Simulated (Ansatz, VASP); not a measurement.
Two plane-wave programs on K

```
K
1.0
     3.83629    0.00000    0.00000
     0.00000    4.31044    0.00000
     0.00000    0.00000    4.07337
K
1
Direct
  0.00000 0.00000 0.00000
```

Change from the starting cell: normal strain along x -0.1100, normal strain along z -0.0550.

Alike in both runs: task single point; functional r2SCAN; k mesh 10 × 10 × 10; occupations gaussian, width 0.15 eV; no spin polarisation.

```csv
,VASP,Ansatz
version,VASP 6.6.1,Ansatz 0.2.0
potentials or method,"VASP PAW PBE potentials, release 64 (K_sv), cutoff 520 eV","scalar-relativistic, plane waves, PAW"
valence electrons in the cell,9,9
```

Ansatz gave:

- gap on the k mesh at the Fermi level (eV): none
- pressure (GPa): 0.7
- traceless stress, the component that is largest in VASP (GPa): 0.86

Estimate VASP's values.

gap on the k mesh at the Fermi level (eV): none; pressure (GPa): 0.6; traceless stress, the component that is largest in VASP (GPa): 0.87.

VASP's potentials were made for PBE, not for r2SCAN. A gap of «none» marks a metal or a gap that the smearing closes. The functional is the same, so the differences come from potentials, cutoffs and numerics.
